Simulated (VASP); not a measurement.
# MgW (P-6m2) in VASP: density of states with PBE

Aim: the density of states of MgW with PBE.

Program: VASP 6.6.1. These are calculated values, not measurements. Logs are shortened: lines on timing, memory, paths and dates and some standing lists are left out, and cuts for length are marked.

## Step 1: The cell of the first run

Symmetry: P-6m2, No. 187, hexagonal system. Conventional cell: a = 2.852 Å, b = 2.852 Å, c = 4.907 Å, α = 90.00°, β = 90.00°, γ = 120.00°. Mg (site symmetry -6m2) has 6 Mg at 2.85 Å and 6 W at 2.95 Å within 3.8 Å. Within 3.8 Å of W (site symmetry -6m2) lie 6 W at 2.85 Å and 6 Mg at 2.95 Å.

## Step 2: Density of states, PBE

The input, POSCAR:

```
MgW
1.0
    2.8519457975      0.0000000000      0.0000000000
   -1.4259728988      2.4698575109      0.0000000000
    0.0000000000      0.0000000000      4.9069525939
Mg W
1 1
Direct
    0.0000000000      0.0000000000      0.0000000000
    0.3333333333      0.6666666667      0.5000000000
```

The input, INCAR.step1:

```
SYSTEM = MgW
  PREC = Accurate
  ENCUT = 520
  EDIFF = 1E-6
  ISMEAR = 0
  SIGMA = 0.1
  LREAL = .False.
  LASPH = .True.
  NELM = 100
  ALGO = Normal
  ISIF = 2
  LWAVE = .False.
  LCHARG = .True.
  LMAXMIX = 4
  GGA = PE
  NBANDS = 15
```

The input, KPOINTS.step1:

```
Automatic mesh
0
Gamma
  24 24 12
  0 0 0
```

The input, INCAR.step2:

```
SYSTEM = MgW
  PREC = Accurate
  ENCUT = 520
  EDIFF = 1E-6
  ISMEAR = -5
  SIGMA = 0.1
  LREAL = .False.
  LASPH = .True.
  NELM = 100
  ALGO = Normal
  ISIF = 2
  LWAVE = .False.
  LCHARG = .False.
  LMAXMIX = 4
  GGA = PE
  LORBIT = 11
  NBANDS = 15
  NEDOS = 1001
  ICHARG = 11
```

The input, KPOINTS.step2:

```
Automatic mesh
0
Gamma
  36 36 18
  0 0 0
```

Potentials or basis: VASP PAW PBE potentials, release 64 (Mg, W_sv).

On the command line:

```bash
$ cat potpaw_PBE.64/Mg/POTCAR potpaw_PBE.64/W_sv/POTCAR > POTCAR
$ cp INCAR.step1 INCAR
$ cp KPOINTS.step1 KPOINTS
$ mpirun -np 1 vasp_std > vasp.out
$ cp INCAR.step2 INCAR
$ cp KPOINTS.step2 KPOINTS
$ mpirun -np 1 vasp_std > vasp.out
```

OUTCAR:

```text
SYSTEM = MgW
   PREC = Accurate
   ENCUT = 520
   EDIFF = 1E-6
   ISMEAR = -5
   LREAL = .False.
   LASPH = .True.
   NELM = 100
   ISIF = 2
   GGA = PE
   LORBIT = 11
   ICHARG = 11

 ion  position               nearest neighbor table
   1  0.000  0.000  0.000-   2 2.95   2 2.95   2 2.95   2 2.95   2 2.95   2 2.95
   2  0.333  0.667  0.500-   1 2.95   1 2.95   1 2.95   1 2.95   1 2.95   1 2.95

  LATTYP: Found a hexagonal cell.
 ALAT       =     2.8519457975
 C/A-ratio  =     1.7205630620

  Lattice vectors:

 A1 = (   2.8519457975,   0.0000000000,   0.0000000000)
 A2 = (  -1.4259728988,   2.4698575109,   0.0000000000)
 A3 = (   0.0000000000,   0.0000000000,   4.9069525939)

Analysis of symmetry for initial positions (statically):
=====================================================================
 Subroutine PRICEL returns:
 Original cell was already a primitive cell.

 Routine SETGRP: Setting up the symmetry group for a
 hexagonal supercell.

 Subroutine GETGRP returns: Found 12 space group operations
 (whereof 12 operations were pure point group operations)
 out of a pool of 24 trial point group operations.

The static configuration has the point symmetry D_3h.

Analysis of symmetry for dynamics (positions and initial velocities):
=====================================================================
 Subroutine PRICEL returns:
 Original cell was already a primitive cell.

 Routine SETGRP: Setting up the symmetry group for a
 hexagonal supercell.

 Subroutine GETGRP returns: Found 12 space group operations
 (whereof 12 operations were pure point group operations)
 out of a pool of 24 trial point group operations.

The dynamic configuration has the point symmetry D_3h.

 Subroutine INISYM returns: Found 12 space group operations
 (whereof 12 operations are pure point group operations),
 and found     1 'primitive' translations

----------------------------------------------------------------------------------------

                                     Primitive cell

  volume of cell :      34.5641

  direct lattice vectors                    reciprocal lattice vectors
     2.851945797  0.000000000  0.000000000     0.350637800  0.202440828  0.000000000
    -1.425972899  2.469857511  0.000000000     0.000000000  0.404881656  0.000000000
     0.000000000  0.000000000  4.906952594     0.000000000  0.000000000  0.203792472

  length of vectors
     2.851945797  2.851945798  4.906952594     0.404881656  0.404881656  0.203792472

  position of ions in fractional coordinates (direct lattice)
     0.000000000  0.000000000  0.000000000
     0.333333333  0.666666667  0.500000000

  ion indices of the primitive-cell ions
   primitive index   ion index
                 1           1
                 2           2

----------------------------------------------------------------------------------------

 KPOINTS: Automatic mesh

Automatic generation of k-mesh.
 Grid dimensions read from file:
 generate k-points for:   36   36   18

 Generating k-lattice:

  Cartesian coordinates                     Fractional coordinates (reciprocal lattice)
     0.009739939  0.005623356  0.000000000     0.027777778  0.000000000  0.000000000
     0.000000000  0.011246713  0.000000000     0.000000000  0.027777778  0.000000000
     0.000000000  0.000000000  0.011321804     0.000000000  0.000000000  0.055555556

  Length of vectors
     0.011246713  0.011246713  0.011321804

  Shift w.r.t. Gamma in fractional coordinates (k-lattice)
     0.000000000  0.000000000  0.000000000

 TETIRR: Found  23589 inequivalent tetrahedra from   139968

 Subroutine IBZKPT returns following result:
 ===========================================

 Found   1270 irreducible k-points:

 Following reciprocal coordinates:
            Coordinates               Weight
  0.000000  0.000000  0.000000      1.000000
  0.027778 -0.000000  0.000000      6.000000
  0.055556 -0.000000  0.000000      6.000000
  0.083333  0.000000  0.000000      6.000000
  0.111111 -0.000000  0.000000      6.000000
  0.138889  0.000000  0.000000      6.000000
[... 16 lines left out ...]
  0.111111  0.027778  0.000000     12.000000
  0.138889  0.027778  0.000000     12.000000
 [... further k-points ...]
   k-points           NKPTS =   1270   k-points in BZ     NKDIM =   1270   number of bands    NBANDS=     15
   number of dos      NEDOS =   1001   number of ions     NIONS =      2
   total plane-waves  NPLWV =  20736
   dimension x,y,z NGX =    24 NGY =   24 NGZ =   36
   dimension x,y,z NGXF=    48 NGYF=   48 NGZF=   72
   ions per type =               1   1
   NGX,Y,Z   is equivalent  to a cutoff of  13.99, 13.99, 12.20 a.u.
   NGXF,Y,Z  is equivalent  to a cutoff of  27.98, 27.98, 24.39 a.u.
 SYSTEM =  MgW
   PREC   = accura    normal or accurate (medium, high low for compatibility)
   ISTART =      0    job   : 0-new  1-cont  2-samecut
   ICHARG =     11    charge: 1-file 2-atom 10-const
   ISPIN  =      1    spin polarized calculation?
   LNONCOLLINEAR =      F non collinear calculations
   LSORBIT =      F    spin-orbit coupling
   LASPH  =      T    aspherical Exc in radial PAW
   ENCUT  =  520.0 eV  38.22 Ry    6.18 a.u.   5.30  5.30  9.12*2*pi/ulx,y,z
   NELM   =    100;   NELMIN=  2; NELMDL=  0     # of ELM steps
   EDIFF  = 0.1E-05   stopping-criterion for ELM
   LREAL  =      F    real-space projection
[... 7 lines left out ...]
   TEBEG  =    0.0;   TEEND  =   0.0 temperature during run
   PSTRESS=    0.0 pullay stress
   NELECT =      16.0000    total number of electrons
   NUPDOWN=      -1.0000    fix difference up-down
   EMIN   =  10.00;   EMAX   =-10.00  energy-range for DOS
   EFERMI =   0.00;   METHOD = LEGACY
   ISMEAR =    -5;   SIGMA  =   0.10  broadening in eV -4-tet -1-fermi 0-gaus
   EFERMI_NEDOS =   21; number of points for ismear=-14 and -15
   IALGO  =     38    algorithm
   IMIX   =      4    mixing-type and parameters
     AMIX     =   0.40;   BMIX     =  1.00
     AMIX_MAG =   1.60;   BMIX_MAG =  1.00
  volume/ion in A,a.u.               =      17.28       116.62
  Fermi-wavevector in a.u.,A,eV,Ry     =   1.266407  2.393161 21.820827  1.603786
  Thomas-Fermi vector in A             =   2.399609
   LORBIT       =     11    0 simple, 1 ext, 2 COOP (PROOUT), +10 PAW based schemes
   GGA     = PE    functional components
   LHFCALC =     F    Hartree Fock is set to
   AEXX    =    0.0000 exact exchange contribution
   IVDW    =     0    specifies the selected vdW correction
   LEPSILON=     F    determine dielectric tensor
   LRPA    =     F    only Hartree local field effects (RPA)
 non-spin polarized calculation
 Fermi weights with tetrahedron method with Bloechl corrections
  energy-cutoff  :      520.00
  volume of cell :       34.56
 maximum number of plane-waves:       954
 NGX is ok and might be reduce to    24

 number of electron      16.0000001 magnetization

 Free energy of the ion-electron system (eV)
  ---------------------------------------------------
  ext. energy  EPLUGINS =         0.00000000
  ---------------------------------------------------
  free energy    TOTEN  =       -13.43978895 eV

  energy without entropy =      -13.43978895  energy(sigma->0) =      -13.43978895

 E-fermi :   6.7073     XC(G=0): -11.3035

 val. band max:        6.7208668193   @ k =   0.3056   0.0278   0.5000
 cond. band min:       6.7014008356   @ k =   0.2500   0.2222   0.4444
 fundamental gap:     -0.0194659838
 Fermi energy:         6.7073119951

 k-point     1 :       0.0000    0.0000    0.0000
  band No.  band energies     occupation
      1     -67.0192      2.00000
      2     -31.3642      2.00000
      3     -30.6808      2.00000
      4     -30.6808      2.00000
      5      -1.4559      2.00000
      6       2.5039      2.00000
      7       5.6322      2.00000
      8       6.8237      0.00000
      9       6.8237      0.00000
     10       9.5917      0.00000
     11       9.5917      0.00000
     12      10.5047      0.00000
     13      20.1593      0.00000
     14      21.3717      0.00000
     15      21.3719      0.00000

 k-point     2 :       0.0278   -0.0000    0.0000
  band No.  band energies     occupation
      1     -67.0187      2.00000
      2     -31.3632      2.00000
      3     -30.6877      2.00000
      4     -30.6824      2.00000
      5      -1.4308      2.00000
      6       2.5291      2.00000
      7       5.6155      2.00000
      8       6.7937     -0.00046
      9       6.8505      0.00000
     10       9.5812      0.00000
     11       9.6029      0.00000
     12      10.5126      0.00000
     13      20.2051      0.00000
     14      21.0591      0.00000
     15      21.3034      0.00000

 k-point     3 :       0.0556   -0.0000    0.0000
  band No.  band energies     occupation
      1     -67.0171      2.00000
      2     -31.3604      2.00000
      3     -30.7080      2.00000
      4     -30.6871      2.00000
      5      -1.3560      2.00000
      6       2.6045      2.00000
      7       5.5664      2.00000
      8       6.7072      1.09365
      9       6.9308      0.00000
     10       9.5503      0.00000
     11       9.6363      0.00000
     12      10.5360      0.00000
     13      20.1870      0.00000
     14      20.5181      0.00000
     15      21.1181      0.00000
[... 343 lines left out ...]
 k-point    23 :       0.1111    0.0278    0.0000
  band No.  band energies     occupation
      1     -67.0087      2.00000
      2     -31.3452      2.00000
      3     -30.8159      2.00000
      4     -30.7128      2.00000
      5      -0.9458      2.00000
      6       3.0128      2.00000
      7       5.3125      2.00000
      8       6.2932      2.00000
      9       7.3841      0.00000
     10       9.3797      0.00000
     11       9.8237      0.00000
     12      10.6582      0.00000
     13      18.1049      0.00000
     14      20.1074      0.00000
     15      21.2327      0.00000

 k-point    24 :       0.1389    0.0278    0.0000
  band No.  band energies     occupation
      1     -67.0042      2.00000
      2     -31.3369      2.00000
      3     -30.8743      2.00000
      4     -30.7268      2.00000
      5      -0.7147      2.00000
      6       3.2329      2.00000
      7       5.1799      2.00000
      8       6.1097      2.00000
      9       7.6447      0.00000
     10       9.2893      0.00000
     11       9.9268      0.00000
     12      10.7215      0.00000
     13      17.2546      0.00000
     14      19.7968      0.00000
     15      21.3640      0.00000

 [... further k-points ...]
[... 5 lines left out ...]
  --------------------------------------------------------------------------------------
  -------------------------------------------------------------------------------------
  Total       -0.0354425     -0.0354425     -0.0974508      0.0000000      0.0000000      0.0000000
  in kB       -1.6428960     -1.6428960     -4.5172152      0.0000000      0.0000000      0.0000000
  external PRESSURE =      -2.6010024 kB  Pullay stress =       0.0000000 kB

 VOLUME and BASIS-vectors are now :
 -----------------------------------------------------------------------------
  energy-cutoff  :      520.00
  volume of cell :       34.56
      direct lattice vectors                 reciprocal lattice vectors
     2.851945797  0.000000000  0.000000000     0.350637800  0.202440828  0.000000000
    -1.425972899  2.469857511  0.000000000     0.000000000  0.404881656  0.000000000
     0.000000000  0.000000000  4.906952594     0.000000000  0.000000000  0.203792472

 POSITION                                       TOTAL-FORCE (eV/Angst)
 -----------------------------------------------------------------------------------
      0.00000      0.00000      0.00000         0.000000      0.000000      0.000000
     -0.00000      1.64657      2.45348        -0.000000      0.000000      0.000000
 -----------------------------------------------------------------------------------
    total drift:                                0.001983     -0.001145      0.000000

  FREE ENERGIE OF THE ION-ELECTRON SYSTEM (eV)
  ---------------------------------------------------
  free  energy   TOTEN  =       -13.4397889530 eV

  energy  without entropy=      -13.4397889530  energy(sigma->0) =      -13.43978895

 total charge

# of ion       s       p       d       tot
------------------------------------------
    1        0.219   0.190   0.031   0.440
    2        2.401   6.243   3.253  11.897
--------------------------------------------------
tot          2.620   6.433   3.284  12.337
```

Wall time 4.2 min (1 thread of Intel Xeon Platinum 8488C (Sapphire Rapids), shared host); peak memory 0.8 GiB.

Results:

- Valence electrons inside the program's atomic spheres: Mg 0.44; W 11.90

Caveat: spin-orbit coupling is left out, which moves the levels of the heavy elements; tetrahedron occupations give inexact forces and stress in metals.
